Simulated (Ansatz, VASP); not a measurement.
**MgO: VASP beside Ansatz**

POSCAR

```
MgO
1.0
    0.0000000000      2.1862541121      2.0560504775
    2.1862541121      0.0000000000      2.0560504775
    2.1862541121      2.1862541121      0.0000000000
Mg O
1 1
Direct
    0.0000000000      0.0000000000      0.0000000000
    0.5000000000      0.5000000000      0.5000000000
```

INCAR.step1

```
SYSTEM = MgO
PREC = Accurate ; ENCUT = 520
EDIFF = 1E-5 ; ISMEAR = 0
SIGMA = 0.01 ; LREAL = .FALSE.
LASPH = .TRUE. ; NELM = 80
ALGO = Normal ; ISIF = 2
LWAVE = .TRUE. ; LCHARG = .FALSE.
NBANDS = 11 ; GGA = PE
```

Contents of INCAR.step2:

```
SYSTEM = MgO
PREC = Accurate ; ENCUT = 520
EDIFF = 1E-6 ; ISMEAR = 0
SIGMA = 0.01 ; LREAL = .FALSE.
LASPH = .TRUE. ; NELM = 80
ALGO = Normal ; ISIF = 2
LWAVE = .FALSE. ; LCHARG = .FALSE.
GGA = PE ; LHFCALC = .TRUE.
HFSCREEN = 0.2079 ; PRECFOCK = Normal
NBANDS = 11 ; ISTART = 1
```

The input KPOINTS:

```
Automatic mesh
0
G
  8 8 8
  0 0 0
```

Input for Ansatz:

```yaml
crystal:
  lattice:
    - [0.0, 2.1862541121, 2.0560504775]
    - [2.1862541121, 0.0, 2.0560504775]
    - [2.1862541121, 2.1862541121, 0.0]
  atoms:
    - { symbol: Mg, position: [0.0, 0.0, 0.0] }
    - { symbol: O, position: [0.5, 0.5, 0.5] }
kpoints:
  mp_grid: { grid: [8, 8, 8] }
  band_path:
    path:
      - [0.0, 0.0, 0.0]
      - [0.5, 0.0, 0.5]
      - [0.625, 0.25, 0.625]
      - [0.375, 0.375, 0.75]
      - [0.5, 0.5, 0.5]
      - [0.5, 0.25, 0.75]
    npoints: 1
hamiltonian:
  xc: hse06
scf:
  occupations: { method: fixed }
  n_extra_bands: 4
output:
  forces: true
  stress: true
  eigenvalues: true
  write_density: true
  write_potential: true
  elf: true
  volumetric_format: npy
```

Change from the starting cell: epitaxial_xy strain +4.0%.

Alike in both runs: task single point; functional HSE06; k mesh 8 × 8 × 8; no spin polarisation.

|  | VASP | Ansatz |
| --- | --- | --- |
| version | VASP 6.6.1 | Ansatz 0.2.0 |
| potentials or method | VASP PAW PBE potentials, release 64 (Mg, O) | plane waves, PAW |
| plane-wave cutoff (eV) | 520 | 420 |
| occupations | gaussian, width 0.01 eV | fixed |
| valence electrons in the cell | 8 | 16 |

VASP gave:

| Quantity | Value |
| --- | --- |
| gap on the k mesh at the Fermi level (eV) | 5.83 |
| pressure (GPa) | -7.9 |
| traceless stress, the component that is largest in VASP (GPa) | 6.89 |

Question: What did Ansatz give for the same quantities?

Answer: gap on the k mesh at the Fermi level (eV): 5.87; pressure (GPa): -7.5; traceless stress, the component that is largest in VASP (GPa): 6.79.

VASP's potentials hold 8 valence electrons a cell and Ansatz's 16, so a difference there can come from the potentials and not from the codes. Ansatz's warnings: stress exchange threshold loose, stress scf threshold loose.
